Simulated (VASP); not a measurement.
# Ta (Im-3m) in VASP: a series of runs

The runs below take Ta through single point, with LDA.

Program: VASP 6.6.1. These are calculated values, not measurements. Logs are shortened: lines on timing, memory, paths and dates and some standing lists are left out, and cuts for length are marked.

## (1) The cell of the first run

Symmetry: Im-3m, No. 229, cubic system. The conventional cell has a = 3.252 Å, b = 3.252 Å, c = 3.252 Å, α = 90.00°, β = 90.00°, γ = 90.00°. Ta (site symmetry m-3m) has 14 Ta at 2.82 to 3.25 Å within 3.7 Å.

## (2) Single point, LDA, non-collinear spin, zero start, spin-orbit coupling

File INCAR:

```
ALGO = Normal
EDIFF = 1E-6
ENCUT = 520
GGA = CA
GGA_COMPAT = F
ISIF = 2
ISMEAR = -1
LASPH = T
LCHARG = F
LMAXMIX = 4
LORBIT = 11
LORBMOM = T
LREAL = F
LSORBIT = T
LWAVE = F
MAGMOM = 0 0 0
NBANDS = 22
NELM = 150
PREC = Accurate
SIGMA = 0.05
```

File KPOINTS:

```
k-points
0
Gamma
  18 18 18
```

File POSCAR:

```
Ta
1.0
   -1.6261418650      1.6261418650      1.6261418650
    1.6261418650     -1.6261418650      1.6261418650
    1.6261418650      1.6261418650     -1.6261418650
Ta
1
Direct
    0.0000000000      0.0000000000      0.0000000000
```

Potentials or basis: VASP PAW LDA potentials, release 64 (Ta_pv).

Command:

```sh
cat potpaw_LDA.64/Ta_pv/POTCAR > POTCAR
mpirun -np 1 vasp_ncl > vasp.out
```

OUTCAR:

```text
EDIFF = 1E-6
   ENCUT = 520
   GGA = CA
   ISIF = 2
   ISMEAR = -1
   LASPH = T
   LORBIT = 11
   LREAL = F
   LSORBIT = T
   NELM = 150
   PREC = Accurate

 ion  position               nearest neighbor table
   1  0.000  0.000  0.000-

  LATTYP: Found a body centered cubic cell.
 ALAT       =     3.2522837300

  Lattice vectors:

 A1 = (  -1.6261418650,   1.6261418650,   1.6261418650)
 A2 = (   1.6261418650,  -1.6261418650,   1.6261418650)
 A3 = (   1.6261418650,   1.6261418650,  -1.6261418650)

Analysis of symmetry for initial positions (statically):
=====================================================================
 Subroutine PRICEL returns:
 Original cell was already a primitive cell.

 Routine SETGRP: Setting up the symmetry group for a
 body centered cubic supercell.

 Subroutine GETGRP returns: Found 48 space group operations
 (whereof 48 operations were pure point group operations)
 out of a pool of 48 trial point group operations.

The static configuration has the point symmetry O_h .

Analysis of symmetry for dynamics (positions and initial velocities):
=====================================================================
 Subroutine PRICEL returns:
 Original cell was already a primitive cell.

 Routine SETGRP: Setting up the symmetry group for a
 body centered cubic supercell.

 Subroutine GETGRP returns: Found 48 space group operations
 (whereof 48 operations were pure point group operations)
 out of a pool of 48 trial point group operations.

The dynamic configuration has the point symmetry O_h .

Analysis of structural, dynamic, and magnetic symmetry:
=====================================================================
 Subroutine PRICEL returns:
 Original cell was already a primitive cell.

 Routine SETGRP: Setting up the symmetry group for a
 body centered cubic supercell.

 Subroutine GETGRP returns: Found 48 space group operations
 (whereof 48 operations were pure point group operations)
 out of a pool of 48 trial point group operations.

The overall configuration has the point symmetry O_h .

 Subroutine INISYM returns: Found 48 space group operations
 (whereof 48 operations are pure point group operations),
 and found     1 'primitive' translations

----------------------------------------------------------------------------------------

                                     Primitive cell

  volume of cell :      17.2003

  direct lattice vectors                    reciprocal lattice vectors
    -1.626141865  1.626141865  1.626141865     0.000000000  0.307476248  0.307476248
     1.626141865 -1.626141865  1.626141865     0.307476248  0.000000000  0.307476248
     1.626141865  1.626141865 -1.626141865     0.307476248  0.307476248  0.000000000

  length of vectors
     2.816560330  2.816560330  2.816560330     0.434837081  0.434837081  0.434837081

  position of ions in fractional coordinates (direct lattice)
     0.000000000  0.000000000  0.000000000

  ion indices of the primitive-cell ions
   primitive index   ion index
                 1           1

----------------------------------------------------------------------------------------

 KPOINTS: k-points

Automatic generation of k-mesh.
 Grid dimensions read from file:
 generate k-points for:   18   18   18

 Generating k-lattice:

  Cartesian coordinates                     Fractional coordinates (reciprocal lattice)
     0.000000000  0.017082014  0.017082014     0.055555556  0.000000000  0.000000000
     0.017082014  0.000000000  0.017082014     0.000000000  0.055555556  0.000000000
     0.017082014  0.017082014  0.000000000     0.000000000  0.000000000  0.055555556

[... 48 lines left out ...]
   ISTART =      0    job   : 0-new  1-cont  2-samecut
   ICHARG =      2    charge: 1-file 2-atom 10-const
   ISPIN  =      1    spin polarized calculation?
   LNONCOLLINEAR =      T non collinear calculations
   LSORBIT =      T    spin-orbit coupling
   LASPH  =      T    aspherical Exc in radial PAW
   ENCUT  =  520.0 eV  38.22 Ry    6.18 a.u.   5.24  5.24  5.24*2*pi/ulx,y,z
   NELM   =    150;   NELMIN=  2; NELMDL= -5     # of ELM steps
   EDIFF  = 0.1E-05   stopping-criterion for ELM
   LREAL  =      F    real-space projection
   EDIFFG = 0.1E-04   stopping-criterion for IOM
   NSW    =      0    number of steps for IOM
   IBRION =     -1    ionic relax: 0-MD 1-quasi-New 2-CG
   NFREE  =      0    steps in history (QN), initial steepest desc. (CG)
   ISIF   =      2    stress and relaxation
   ISYM   =      2    0-nonsym 1-usesym 2-fastsym
   POTIM  = 0.5000    time-step for ionic-motion
   TEBEG  =    0.0;   TEEND  =   0.0 temperature during run
   PSTRESS=    0.0 pullay stress
   NELECT =      11.0000    total number of electrons
   NUPDOWN=      -1.0000    fix difference up-down
   EMIN   =  10.00;   EMAX   =-10.00  energy-range for DOS
   EFERMI =   0.00;   METHOD = LEGACY
   ISMEAR =    -1;   SIGMA  =   0.05  broadening in eV -4-tet -1-fermi 0-gaus
   EFERMI_NEDOS =   21; number of points for ismear=-14 and -15
   IALGO  =     38    algorithm
   IMIX   =      4    mixing-type and parameters
     AMIX     =   0.40;   BMIX     =  1.00
     AMIX_MAG =   1.60;   BMIX_MAG =  1.00
  volume/ion in A,a.u.               =      17.20       116.07
  Fermi-wavevector in a.u.,A,eV,Ry     =   1.410460  2.665382 27.067377  1.989396
  Thomas-Fermi vector in A             =   2.532411
   LORBIT       =     11    0 simple, 1 ext, 2 COOP (PROOUT), +10 PAW based schemes
   GGA     = CA    functional components
   LHFCALC =     F    Hartree Fock is set to
   AEXX    =    0.0000 exact exchange contribution
   IVDW    =     0    specifies the selected vdW correction
   LEPSILON=     F    determine dielectric tensor
   LRPA    =     F    only Hartree local field effects (RPA)
  energy-cutoff  :      520.00
  volume of cell :       17.20
 maximum number of plane-waves:       952
 NGX is ok and might be reduce to    24
   NGX = 11   NGY = 11   NGZ = 11

 number of electron      11.0000000 magnetization       0.0000000      0.0000000      0.0000000

 number of electron      10.9999999 magnetization       0.0000000     -0.0000000     -0.0000000

 number of electron      10.9999999 magnetization      -0.0000000      0.0000000      0.0000000

 Free energy of the ion-electron system (eV)
  ---------------------------------------------------
  ext. energy  EPLUGINS =         0.00000000
  ---------------------------------------------------
  free energy    TOTEN  =       -13.56634381 eV

  energy without entropy =      -13.55591601  energy(sigma->0) =      -13.56112991

 E-fermi :   5.7658     XC(G=0): -13.0314

 val. band max:        5.7550242148   @ k =  -0.2778   0.3889   0.1111
 cond. band min:       5.7798412860   @ k =  -0.3889   0.4444   0.1667
 fundamental gap:      0.0248170712
 Fermi energy:         5.7657835804

 k-point     1 :       0.0000    0.0000    0.0000
  band No.  band energies     occupation
      1     -32.4356      1.00000
      2     -32.4356      1.00000
      3     -24.3503      1.00000
      4     -24.3503      1.00000
      5     -24.3503      1.00000
      6     -24.3503      1.00000
[... 589 lines left out ...]
     21      19.2075      0.00000
     22      19.2075      0.00000

 [... further k-points ...]

------------------------ aborting loop because EDIFF is reached ----------------------------------------

  FORCE on cell =-STRESS in cart. coord.  units (eV):
  Direction    XX          YY          ZZ          XY          YZ          ZX
  --------------------------------------------------------------------------------------
  -------------------------------------------------------------------------------------
  Total        0.0790972      0.0790972      0.0790972      0.0000000      0.0000000      0.0000000
  in kB        7.3677791      7.3677791      7.3677791      0.0000000      0.0000000      0.0000000
  external PRESSURE =       7.3677791 kB  Pullay stress =       0.0000000 kB

 VOLUME and BASIS-vectors are now :
 -----------------------------------------------------------------------------
  energy-cutoff  :      520.00
  volume of cell :       17.20
      direct lattice vectors                 reciprocal lattice vectors
    -1.626141865  1.626141865  1.626141865     0.000000000  0.307476248  0.307476248
     1.626141865 -1.626141865  1.626141865     0.307476248  0.000000000  0.307476248
     1.626141865  1.626141865 -1.626141865     0.307476248  0.307476248  0.000000000

 POSITION                                       TOTAL-FORCE (eV/Angst)
 -----------------------------------------------------------------------------------
      0.00000      0.00000      0.00000        -0.000000     -0.000000      0.000000
 -----------------------------------------------------------------------------------
    total drift:                                0.000000      0.000000      0.000000

  FREE ENERGIE OF THE ION-ELECTRON SYSTEM (eV)
  ---------------------------------------------------
  free  energy   TOTEN  =       -13.5663438133 eV

  energy  without entropy=      -13.5559160111  energy(sigma->0) =      -13.56112991

 orbital moment (x)

 # of ion     p       d       tot
 ----------------------------------------
  1         0.000   0.000   0.000
 ----------------------------------------
            0.000   0.000   0.000

 orbital moment (y)

 # of ion     p       d       tot
 ----------------------------------------
  1         0.000   0.000   0.000
 ----------------------------------------
            0.000   0.000   0.000

 orbital moment (z)

 # of ion     p       d       tot
 ----------------------------------------
  1         0.000   0.000   0.000
 ----------------------------------------
            0.000   0.000   0.000

 Spin-Orbit-Coupling matrix elements

 Ion:    1  E_soc:     -1.4486720
 l=   1
     0.0000000    -0.2200385    -0.2200385
    -0.2200385     0.0000000    -0.2200385
    -0.2200385    -0.2200385     0.0000000
 l=   2
     0.0000000    -0.0054324     0.0000000    -0.0054324    -0.0159745
    -0.0054324     0.0000000    -0.0119809    -0.0054324    -0.0039936
     0.0000000    -0.0119809     0.0000000    -0.0119809     0.0000000
    -0.0054324    -0.0054324    -0.0119809     0.0000000    -0.0039936
    -0.0159745    -0.0039936     0.0000000    -0.0039936     0.0000000
 l=   3
     0.0000000     0.0000000     0.0000000     0.0000000     0.0000000     0.0000000     0.0000000
     0.0000000     0.0000000     0.0000000     0.0000000     0.0000000     0.0000000     0.0000000
     0.0000000     0.0000000     0.0000000     0.0000000     0.0000000     0.0000000     0.0000000
     0.0000000     0.0000000     0.0000000     0.0000000     0.0000000     0.0000000     0.0000000
     0.0000000     0.0000000     0.0000000     0.0000000     0.0000000     0.0000000     0.0000000
     0.0000000     0.0000000     0.0000000     0.0000000     0.0000000     0.0000000     0.0000000
     0.0000000     0.0000000     0.0000000     0.0000000     0.0000000     0.0000000     0.0000000

 total charge

# of ion       s       p       d       tot
------------------------------------------
    1        0.381   6.170   2.506   9.057

 magnetization (x)

# of ion       s       p       d       tot
------------------------------------------
    1        0.000  -0.000   0.000  -0.000

 magnetization (y)

# of ion       s       p       d       tot
------------------------------------------
    1       -0.000  -0.000  -0.000  -0.000

 magnetization (z)

# of ion       s       p       d       tot
------------------------------------------
    1       -0.000  -0.000  -0.000  -0.000
```

Wall time 2.2 min (1 thread of Intel Xeon Platinum 8375C at 2.90GHz (Ice Lake), shared host); peak memory 0.25 GiB.

Results:

```
Free energy                                           : -13.5663 eV
Pressure                                              : 0.7 GPa
Net moment                                            : 0.00 μB per cell
Valence electrons inside the program's atomic spheres : Ta 9.06
```

Moments on the atoms (μB; x, y, z):
```
Ta  0.00 0.00 0.00
```

## (3) Single point, LDA, non-collinear spin, zero start, spin-orbit coupling

File INCAR:

```
SYSTEM = Ta
  PREC = Accurate
  ENCUT = 520
  EDIFF = 1E-6
  ISMEAR = -1
  SIGMA = 0.05
  LREAL = .FALSE.
  LASPH = .TRUE.
  NELM = 150
  ALGO = Normal
  ISIF = 2
  LWAVE = .FALSE.
  LCHARG = .TRUE.
  MAGMOM = 0 0 0
  LORBIT = 11
  LSORBIT = .TRUE.
  GGA_COMPAT = .FALSE.
  LORBMOM = .TRUE.
  LMAXMIX = 4
  GGA = CA
  LVHAR = .TRUE.
  NBANDS = 22
```

File KPOINTS:

```
regular mesh
0
G
  18 18 18
  0 0 0
```

File POSCAR:

```
Ta
1.0
   -1.6256408311      1.6256408311      1.6256408311
    1.6256408311     -1.6256408311      1.6256408311
    1.6256408311      1.6256408311     -1.6256408311
Ta
1
Direct
    0.0000000000      0.0000000000      0.0000000000
```

Potentials or basis: VASP PAW LDA potentials, release 64 (Ta_pv).

Command:

```sh
cat potpaw_LDA.64/Ta_pv/POTCAR > POTCAR
mpirun -np 1 vasp_ncl > vasp.out
```

Run time: 2.5 min. Hardware: 1 thread of Intel Xeon Platinum 8375C at 2.90GHz (Ice Lake), shared host; peak memory 0.25 GiB.

The run converged. Its results:

| Quantity | Value |
| --- | --- |
| Free energy | -13.5663 eV |
| Pressure | 0.9 GPa |
| Net moment | 0.00 μB per cell |
| Valence electrons inside the program's atomic spheres | Ta 9.06 |

Moments on the atoms (μB; x, y, z):
```
Ta  0.00 0.00 0.00
```
